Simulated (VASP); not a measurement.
Here is a VASP 6.6.1 calculation.

INCAR

```
SYSTEM = Si7Sn
  PREC = Accurate
  ENCUT = 500
  EDIFF = 1E-6
  ISMEAR = -1
  SIGMA = 0.05
  LREAL = Auto
  LASPH = .True.
  NELM = 120
  ALGO = Normal
  ISIF = 2
  LWAVE = .False.
  LCHARG = .True.
  GGA = PS
  LELF = .True.
  LVHAR = .True.
  NBANDS = 56
  GGA_COMPAT = .False.
  ISYM = -1
```

KPOINTS

```
explicit points
4
Reciprocal
  0.25000000   0.25000000   0.25000000 2
  0.25000000   0.25000000   0.75000000 2
  0.25000000   0.75000000   0.25000000 2
  0.25000000   0.75000000   0.75000000 2
```

File POSCAR:

```
Si7Sn
1.0
    0.0000000000      5.5655950000      5.5655950000
    5.5655950000      0.0000000000      5.5655950000
    5.5655950000      5.5655950000      0.0000000000
Sn Si
2 14
Direct
    0.0114980000      0.0056530000      0.9900950000
    0.9939270000      0.5053740000      0.4998640000
    0.5015470000      0.5035200000      0.5025010000
    0.1298090000      0.1147560000      0.1346420000
    0.6305020000      0.6253780000      0.6256850000
    0.0124990000      0.9811200000      0.5045360000
    0.4966450000      0.5061680000      0.0018260000
    0.1248720000      0.1219720000      0.6218940000
    0.6231110000      0.6193700000      0.1169900000
    0.0002050000      0.4963950000      0.0014140000
    0.4997850000      0.0009450000      0.4934820000
    0.1212570000      0.6294280000      0.1188120000
    0.6282380000      0.1236140000      0.6293630000
    0.4881660000      0.9962820000      0.0051820000
    0.6212510000      0.1226200000      0.1242940000
    0.1179570000      0.6323340000      0.6187050000
```

Potentials or basis: VASP PAW PBE potentials, release 64 (Sn_d, Si).

Command:

```bash
$ cat potpaw_PBE.64/Sn_d/POTCAR potpaw_PBE.64/Si/POTCAR > POTCAR
$ mpirun -np 1 vasp_std > vasp.out
```

Question: Predict the band gap on the k mesh.

Answer: 0.84 eV.

Question: Estimate the largest force.

Answer: 3.346 eV/Å.

Question: Predict the pressure.

Answer: 1.6 GPa.

Stress tensor (GPa, compression positive):
```
 1.69 -0.46 -0.64
-0.46  1.56 -0.55
-0.64 -0.55  1.63
```

Caveat: the PAW data sets were made with another functional, which shifts forces and pressure a little; spin-orbit coupling is left out, which moves the levels of the heavy elements; a shifted mesh leaves out Γ, where band edges can lie. A k mesh can miss the band edges.
